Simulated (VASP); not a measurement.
NiO:

```xyz
2
Lattice="2.9499 0.0000 0.0000 1.4750 2.5547 0.0000 1.4750 0.8516 2.4086" Properties=species:S:1:pos:R:3 pbc="T T T"
Ni    0.0000    0.0000    0.0000
O     2.9499    1.7031    1.2043
```

Base run:

```yaml
Program: VASP 6.6.1
Functional: PBE
Potentials_or_basis: VASP PAW PBE potentials, release 64 (Ni, O)
Cutoff: 600 eV
k_mesh: 12 × 12 × 12
Occupations: fermi-dirac, width 0.1 eV
Spin: collinear spin, ferromagnetic start
Starting_moments: "[1.59, 0.33] μB"
Fixed_moment: 1.8 μB
```

Its results: pressure 6.3 GPa; site moments Ni +1.47; O +0.28 μB.

The run is repeated on the same cell with these changes: fixed moment from 1.8 μB to 1.5 μB; moments at the start from [1.59, 0.33] to [1.36, 0.24]. What comes out?

Pressure 3.5 GPa; site moments Ni +1.26; O +0.21 μB.

Caveats: the total moment is fixed, so each spin has its own Fermi level; a cell with one magnetic atom can't hold antiferromagnetic order, which such compounds often take.
